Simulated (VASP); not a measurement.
A run of VASP 6.6.1 is set up as follows.

Contents of POSCAR:

```
Al
1.0
   -1.5912186900      1.5912186900      1.5912186900
    1.5912186900     -1.5912186900      1.5912186900
    1.5912186900      1.5912186900     -1.5912186900
Al
1
Direct
    0.0000000000      0.0000000000      0.0000000000
```

INCAR.step1

```
ALGO = Normal ; EDIFF = 1E-4
ENCUT = 520 ; GGA = PE
ISMEAR = -1 ; LASPH = T
LCHARG = F ; LREAL = F
LWAVE = T ; NBANDS = 8
NELM = 60 ; PREC = Accurate
SIGMA = 0.2
```

Contents of INCAR.step2:

```
ALGO = Normal ; EDIFF = 1E-7
ENCUT = 520 ; ISIF = 2
ISMEAR = -1 ; ISTART = 1
LASPH = T ; LCHARG = F
LMIXTAU = T ; LREAL = F
LWAVE = F ; METAGGA = R2SCAN
NBANDS = 8 ; NELM = 60
PREC = Accurate ; SIGMA = 0.2
```

Contents of KPOINTS:

```
k-points
0
Gamma
  12 12 12
```

Potentials or basis: VASP PAW PBE potentials, release 64 (Al).

Command:

```bash
$ cat potpaw_PBE.64/Al/POTCAR > POTCAR
$ cp INCAR.step1 INCAR
$ mpirun -np 1 vasp_std > vasp.out
$ cp INCAR.step2 INCAR
$ mpirun -np 1 vasp_std > vasp.out
```

Task: What does it give for the pressure?

Result: 0.3 GPa.

Caveat: the PAW data sets were made with another functional, which shifts forces and pressure a little.
